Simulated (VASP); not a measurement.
# GaN (F-43m) in VASP: further runs, part 2 of 2

VASP 6.6.1. The steps go on from the part before.

### 3 Single point, PBEsol

This run uses another cell than the first one, of 11.15 Å³/atom.

Input file INCAR:

```
ALGO = Normal
EDIFF = 1E-6
ENCUT = 600
GGA = PS
GGA_COMPAT = F
ISIF = 2
ISMEAR = 0
LASPH = T
LCHARG = F
LREAL = F
LWAVE = F
NBANDS = 16
NELM = 120
PREC = Accurate
SIGMA = 0.01
```

Input file KPOINTS:

```
k-points
0
Gamma
  8 8 8
```

Input file POSCAR:

```
GaN
1.0
    0.0000000000      2.2339637673      2.2339637673
    2.2339637673      0.0000000000      2.2339637673
    2.2339637673      2.2339637673      0.0000000000
Ga N
1 1
Direct
    0.0000000000      0.0000000000      0.0000000000
    0.2500000000      0.2500000000      0.2500000000
```

Potentials or basis: VASP PAW PBE potentials, release 64 (Ga_d, N).

Run with:

```sh
$ cat potpaw_PBE.64/Ga_d/POTCAR potpaw_PBE.64/N/POTCAR > POTCAR
$ mpirun -np 1 vasp_std > vasp.out
```

Run time: 13 s. Hardware: 1 thread of Intel Xeon Platinum 8488C (Sapphire Rapids), shared host; peak memory 0.16 GiB.

The run converged. Its results:

* Free energy: -13.1187 eV
* Pressure: 3.5 GPa
* Band gap on the k mesh: 1.85 eV

Levels at points of the mesh, in eV from the valence-band top:
| k point | band 6 | band 7 | band 8 | band 9 | band 10 | band 11 | band 12 | band 13 |
| --- | --- | --- | --- | --- | --- | --- | --- | --- |
| (0.00, 0.00, 0.00) | -13.08 | 0.00 | 0.00 | 0.00 | 1.85 | 10.36 | 10.36 | 10.36 |
| (0.50, 0.00, 0.00) | -11.83 | -7.29 | -1.01 | -1.01 | 4.74 | 8.76 | 10.40 | 10.40 |
| (0.50, 0.50, 0.00) | -11.40 | -6.29 | -2.83 | -2.83 | 3.23 | 6.71 | 11.76 | 14.15 |

Caveat: the cell stands under pressure; the PAW data sets were made with another functional, which shifts forces and pressure a little.

### 4 Relaxation of cell and atoms, PBEsol

This run uses another cell than the first one, of 11.44 Å³/atom.

Input file INCAR:

```
ALGO = Normal
EDIFF = 1E-7
EDIFFG = -0.005
ENCUT = 600
GGA = PS
GGA_COMPAT = False
IBRION = 2
ISIF = 3
ISMEAR = 0
LASPH = True
LCHARG = False
LREAL = False
LWAVE = False
NELM = 120
NELMIN = 4
NSW = 80
PREC = Accurate
SIGMA = 0.01
```

KPOINTS is that of step 3.

Input file POSCAR:

```
GaN
1.0
    0.0000000000      2.2535000000      2.2535000000
    2.2535000000      0.0000000000      2.2535000000
    2.2535000000      2.2535000000      0.0000000000
Ga N
1 1
Direct
    0.0000000000      0.0000000000      0.0000000000
    0.2500000000      0.2500000000      0.2500000000
```

Run with:

```sh
$ cat potpaw_PBE.64/Ga_d/POTCAR potpaw_PBE.64/N/POTCAR > POTCAR
$ mpirun -np 1 vasp_std > vasp.out
```

It took 34 s on 1 thread of Intel Xeon Platinum 8488C (Sapphire Rapids), shared host; peak memory 0.17 GiB.

The run converged. Its results:

```yaml
Free_energy: -13.1241 eV
Relaxed_volume: 11.35 Å³/atom
Relaxed_cell: a = 3.178 Å, b = 3.178 Å, c = 3.178 Å, α = 60.00°, β = 60.00°, γ = 60.00°
Space_group_after_relaxing_to_0.1_Å: F-43m (No. 216)
Energy_gained_by_relaxing: 0.4 meV/atom
Ionic_steps: 5
Pressure_after_relaxing: 0.1 GPa
Band_gap_on_the_k_mesh: 1.74 eV
```

The path:
```tsv
step	energy change (eV)	largest force (eV/Å)	pressure (GPa)	volume (Å³)
1	0.0000	0.0000	-1.51	22.89
2	-0.0001	0.0000	1.45	22.53
3	-0.0009	0.0000	-0.17	22.71
4	-0.0008	0.0000	0.17	22.69
5	-0.0009	0.0000	0.06	22.70
```

Final structure:
```xyz
2
Lattice="0.0000 2.2472 2.2472 2.2472 0.0000 2.2472 2.2472 2.2472 0.0000" Properties=species:S:1:pos:R:3 pbc="T T T"
Ga    0.0000    0.0000    0.0000
N     1.1236    1.1236    1.1236
```

Levels at points of the mesh, in eV from the valence-band top:
| k point | band 5 | band 6 | band 7 | band 8 | band 9 | band 10 | band 11 | band 12 | band 13 |
| --- | --- | --- | --- | --- | --- | --- | --- | --- | --- |
| (0.00, 0.00, 0.00) | -13.08 | -13.08 | 0.00 | 0.00 | 0.00 | 1.74 | 10.25 | 10.25 | 10.25 |
| (0.50, 0.00, 0.00) | -13.03 | -11.83 | -7.17 | -0.99 | -0.99 | 4.62 | 8.67 | 10.31 | 10.31 |
| (0.50, 0.50, 0.00) | -13.00 | -11.40 | -6.22 | -2.76 | -2.76 | 3.23 | 6.61 | 11.63 | 13.97 |

Caveat: the PAW data sets were made with another functional, which shifts forces and pressure a little.

### 5 Relaxation of cell and atoms, PBEsol, target pressure 2 GPa, at which the enthalpy is minimised

This run uses another cell than the first one, of 11.44 Å³/atom.

Input file INCAR:

```
PREC = Accurate
ENCUT = 600
EDIFF = 1E-7
ISMEAR = 0
SIGMA = 0.01
LREAL = F
LASPH = T
NELM = 120
ALGO = Normal
ISIF = 3
LWAVE = F
LCHARG = F
GGA = PS
IBRION = 2
NSW = 80
EDIFFG = -0.005
PSTRESS = 20.0
GGA_COMPAT = F
NELMIN = 4
```

Input file KPOINTS:

```
regular mesh
0
Gamma
  8 8 8
```

POSCAR is that of step 4.

Run with:

```sh
$ cat potpaw_PBE.64/Ga_d/POTCAR potpaw_PBE.64/N/POTCAR > POTCAR
$ mpirun -np 1 vasp_std > vasp.out
```

Wall time 26 s (1 thread of Intel Xeon Platinum 8488C (Sapphire Rapids), shared host); peak memory 0.17 GiB.

Results (log left out):

* Free energy: -13.1226 eV
* Relaxed volume: 11.24 Å³/atom
* Relaxed cell: a = 3.168 Å, b = 3.168 Å, c = 3.168 Å, α = 60.00°, β = 60.00°, γ = 60.00°
* Space group after relaxing (to 0.1 Å): F-43m (No. 216)
* Energy change on relaxing (the run minimises the enthalpy): +0.3 meV/atom
* Ionic steps: 3
* Pressure after relaxing: 1.9 GPa
* Band gap on the k mesh: 1.80 eV

Step by step:
```
step  energy change (eV)  largest force (eV/Å)  pressure (GPa)  volume (Å³)
   1              0.0000                0.0000           -1.51        22.89
   2              0.0102                0.0000            5.69        22.07
   3              0.0006                0.0000            1.94        22.47
```

Final structure:
```
Ga N
1.0
     0.00000    2.23978    2.23978
     2.23978    0.00000    2.23978
     2.23978    2.23978    0.00000
Ga N
1 1
Direct
  0.00000 0.00000 0.00000
  0.25000 0.25000 0.25000
```

Levels at points of the mesh, in eV from the valence-band top:
| k point | band 6 | band 7 | band 8 | band 9 | band 10 | band 11 | band 12 | band 13 |
| --- | --- | --- | --- | --- | --- | --- | --- | --- |
| (0.00, 0.00, 0.00) | -13.08 | 0.00 | 0.00 | 0.00 | 1.80 | 10.32 | 10.32 | 10.32 |
| (0.50, 0.00, 0.00) | -11.83 | -7.24 | -1.00 | -1.00 | 4.69 | 8.72 | 10.36 | 10.36 |
| (0.50, 0.50, 0.00) | -11.40 | -6.26 | -2.80 | -2.80 | 3.23 | 6.67 | 11.71 | 14.07 |

Caveat: the cell is relaxed towards a set pressure, so the run minimises the enthalpy, not the energy; the PAW data sets were made with another functional, which shifts forces and pressure a little.

### 6 Relaxation of cell and atoms, PBEsol, target pressure 4 GPa, at which the enthalpy is minimised

This run uses another cell than the first one, of 11.44 Å³/atom.

Input file INCAR:

```
SYSTEM = GaN
PREC = Accurate ; ENCUT = 600
EDIFF = 1E-7 ; ISMEAR = 0
SIGMA = 0.01 ; LREAL = .False.
LASPH = .True. ; NELM = 120
ALGO = Normal ; ISIF = 3
LWAVE = .False. ; LCHARG = .False.
GGA = PS ; IBRION = 2
NSW = 80 ; EDIFFG = -0.005
PSTRESS = 40.0 ; GGA_COMPAT = .False.
NELMIN = 4
```

Input file KPOINTS:

```
regular mesh
0
Gamma
  8 8 8
  0 0 0
```

POSCAR is that of step 5.

Potentials or basis: VASP PAW PBE potentials, release 64 (Ga_d, N).

Run with:

```sh
$ cat potpaw_PBE.64/Ga_d/POTCAR potpaw_PBE.64/N/POTCAR > POTCAR
$ mpirun -np 1 vasp_std > vasp.out
```

Wall time 31 s (1 thread of Intel Xeon Platinum 8488C (Sapphire Rapids), shared host); peak memory 0.17 GiB.

Results (log left out):

```yaml
Free_energy: -13.1186 eV
Relaxed_volume: 11.13 Å³/atom
Relaxed_cell: a = 3.157 Å, b = 3.157 Å, c = 3.157 Å, α = 60.00°, β = 60.00°, γ = 60.00°
Space_group_after_relaxing_to_0.1_Å: F-43m (No. 216)
Energy_change_on_relaxing_the_run_minimises_the_enthalpy: +2.3 meV/atom
Ionic_steps: 3
Pressure_after_relaxing: 4.0 GPa
Band_gap_on_the_k_mesh: 1.86 eV
```

The path:
```tsv
step	energy change (eV)	largest force (eV/Å)	pressure (GPa)	volume (Å³)
1	0.0000	0.0000	-1.51	22.89
2	0.0331	0.0000	10.33	21.61
3	0.0046	0.0000	3.98	22.25
```

Final structure:
```
CELL_PARAMETERS angstrom
0.00000 2.23247 2.23247
2.23247 0.00000 2.23247
2.23247 2.23247 0.00000
ATOMIC_POSITIONS crystal
Ga 0.00000 0.00000 0.00000
N 0.25000 0.25000 0.25000
```

Levels at points of the mesh, in eV from the valence-band top:
```tsv
k point	band 5	band 6	band 7	band 8	band 9	band 10	band 11	band 12	band 13
(0.00, 0.00, 0.00)	-13.08	-13.08	0.00	0.00	0.00	1.86	10.38	10.38	10.38
(0.50, 0.00, 0.00)	-13.03	-11.83	-7.30	-1.02	-1.02	4.75	8.77	10.41	10.41
(0.50, 0.50, 0.00)	-12.99	-11.40	-6.30	-2.84	-2.84	3.23	6.72	11.78	14.18
```

Caveat: the cell is relaxed towards a set pressure, so the run minimises the enthalpy, not the energy; the PAW data sets were made with another functional, which shifts forces and pressure a little.

### 7 The runs side by side

| task | cell | gap on the mesh (eV) | pressure (GPa) |
| --- | --- | --- | --- |
| single point | a = 3.170 Å, angles 60.0°, 2 atoms | 1.79 | 1.6 |
| single point | a = 3.159 Å, angles 60.0°, 2 atoms | 1.85 | 3.5 |
| relaxation of cell and atoms | relaxed from a = 3.187 Å, angles 60.0°, 2 atoms | 1.74 | 0.1 |
| relaxation of cell and atoms | relaxed to 2 GPa from a = 3.187 Å, angles 60.0°, 2 atoms | 1.80 | 1.9 |
| relaxation of cell and atoms | relaxed to 4 GPa from a = 3.187 Å, angles 60.0°, 2 atoms | 1.86 | 4.0 |

Alike in all rows: level PBEsol; potentials or basis VASP PAW PBE potentials, release 64 (Ga_d, N); no spin polarisation; k mesh 8 × 8 × 8; cutoff (eV) 600; smearing gaussian 0.01 eV.

Caveats: the PAW data sets were made with another functional, which shifts forces and pressure a little; the cell is relaxed towards a set pressure, so the run minimises the enthalpy, not the energy (at least some runs); the cell stands under pressure (at least some runs).

Absolute energies hang on the potentials; compare differences alone.
